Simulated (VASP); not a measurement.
Here is a VASP 6.6.1 calculation.

Contents of INCAR:

```
SYSTEM = Co2Pd
PREC = Accurate ; ENCUT = 600
EDIFF = 1E-6 ; ISMEAR = -1
SIGMA = 0.05 ; LREAL = .False.
LASPH = .True. ; NELM = 150
ALGO = Normal ; ISIF = 3
LWAVE = .False. ; LCHARG = .False.
ISPIN = 2 ; MAGMOM = 0 2 2
LORBIT = 11 ; LMAXMIX = 4
GGA = PS ; IVDW = 13
IBRION = 2 ; NSW = 60
EDIFFG = -0.01
```

Contents of KPOINTS:

```
regular mesh
0
Gamma
  12 12 4
  0 0 0
```

The input POSCAR:

```
Co2Pd
1.0
    2.6379305253      0.0000000000      0.0000000000
   -1.3189652627      2.2845148484      0.0000000000
    0.0000000000      0.0000000000      6.3193440000
Pd Co
1 2
Direct
    0.0000000000      0.0000000000      0.0000000000
    0.6666666667      0.3333333333      0.3497780000
    0.3333333333      0.6666666667      0.6502220000
```

Potentials or basis: VASP PAW PBE potentials, release 64 (Pd, Co).

Launch:

```sh
$ cat potpaw_PBE.64/Pd/POTCAR potpaw_PBE.64/Co/POTCAR > POTCAR
$ mpirun -np 1 vasp_std > vasp.out
```

Q: What does it give for the relaxed cell?

A: a = 2.573 Å, b = 2.573 Å, c = 6.182 Å, α = 90.00°, β = 90.00°, γ = 120.00°.

Q: What does it give for the site moments?

A: Pd +0.19; Co +1.74 μB.

Q: Estimate the dispersion energy per atom.

A: -0.264 eV.

Step by step:
```tsv
step	energy change (eV)	largest force (eV/Å)	pressure (GPa)	volume (Å³)
1	0.0000	0.0622	-13.83	38.08
2	0.1160	0.3032	26.80	32.36
3	-0.1211	0.0718	-0.38	35.52
4	-0.1211	0.0747	-0.08	35.47
5	-0.1211	0.0778	0.25	35.42
6	-0.1214	0.0027	-0.34	35.50
7	-0.1214	0.0163	-0.32	35.49
8	-0.1214	0.0206	-0.22	35.48
9	-0.1214	0.0176	-0.13	35.49
10	-0.1214	0.0168	-0.18	35.49
11	-0.1215	0.0000	0.08	35.43
```

Caveat: the PAW data sets were made with another functional, which shifts forces and pressure a little.
